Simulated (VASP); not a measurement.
CdS: single point with LDA

Crystal: CdS.

```xyz
4
Lattice="4.1688 0.0000 0.0000 -2.0844 3.6103 0.0000 0.0000 0.0000 6.7796" Properties=species:S:1:pos:R:3 pbc="T T T"
Cd    2.0844    1.2034    3.3913
Cd    0.0000    2.4069    0.0015
S     2.0844    1.2034    5.9442
S     0.0000    2.4069    2.5544
```

* Program: VASP 6.6.1
* Task: single point
* Functional: LDA
* Potentials or basis: VASP PAW LDA potentials, release 64 (Cd, S)
* Cutoff: 500 eV
* k mesh: 6 × 6 × 4
* Occupations: gaussian, width 0.1 eV
* Spin: no spin polarisation
* Dipole correction: no
* Further INCAR settings: ALGO = Normal; EDIFF = 1e-06; NBANDS = 26

```
Pressure               : -3.5 GPa
Band gap on the k mesh : 0.90 eV, direct
```

Forces in eV/Å, atoms in the order of the input:
```
Cd   0.000  0.000 -0.002
Cd   0.000  0.000 -0.002
S    0.000  0.000  0.002
S    0.000  0.000  0.002
```

Levels at points of the mesh, in eV from the valence-band top:
```
           k point  band 15  band 16  band 17  band 18  band 19  band 20  band 21  band 22
(0.00, 0.00, 0.00)    -0.74    -0.04     0.00     0.00     0.90     2.53     6.29     6.29
(0.50, 0.00, 0.00)    -2.61    -1.84    -1.28    -0.74     3.47     3.66     4.91     6.12
(0.00, 0.00, 0.50)    -0.38    -0.38    -0.38    -0.38     2.59     2.59     5.95     5.95
(0.50, 0.00, 0.50)    -1.32    -1.32    -1.31    -1.31     3.24     3.24     5.18     5.18
```

Wall time 60 s on 1 thread of Intel Xeon 8259CL (shared host), peak memory 0.19 GiB.

Expect the measured gap to be larger: semilocal functionals such as LDA lack the derivative discontinuity.
